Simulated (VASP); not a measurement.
A run of VASP 6.6.1:

The input INCAR:

```
SYSTEM = Ru
  PREC = Accurate
  ENCUT = 500
  EDIFF = 1E-7
  ISMEAR = -1
  SIGMA = 0.05
  LREAL = .False.
  LASPH = .True.
  NELM = 120
  ALGO = Normal
  ISIF = 3
  LWAVE = .False.
  LCHARG = .False.
  GGA = LIBXC
  LIBXC1 = GGA_X_B88
  LIBXC2 = GGA_C_PBE
  IBRION = 2
  NSW = 60
  EDIFFG = -0.01
  GGA_COMPAT = .False.
  NELMIN = 4
```

KPOINTS

```
regular mesh
0
Gamma
  11 11 6
  0 0 0
```

File POSCAR:

```
Ru
1.0
    2.7058000000      0.0000000000      0.0000000000
   -1.3529000000      2.3432915376      0.0000000000
    0.0000000000      0.0000000000      4.2819000000
Ru
2
Direct
    0.6666666667      0.3333333333      0.7500000000
    0.3333333333      0.6666666667      0.2500000000
```

Potentials or basis: VASP PAW PBE potentials, release 64 (Ru_pv).

Command:

```bash
$ cat potpaw_PBE.64/Ru_pv/POTCAR > POTCAR
$ mpirun -np 1 vasp_std > vasp.out
```

Hardware: 1 thread of Intel(R) Xeon(R) Platinum 8375C CPU @ 2.90GHz (Ice Lake), with other jobs on the host.

**Question.** Estimate the wall time of this run.

**Answer.** It took 80 s on 1 thread of Intel(R) Xeon(R) Platinum 8375C CPU @ 2.90GHz (Ice Lake), with other jobs on the host, peak memory 0.16 GiB. Counts: scf iterations 51, k points 64, ion steps 6.
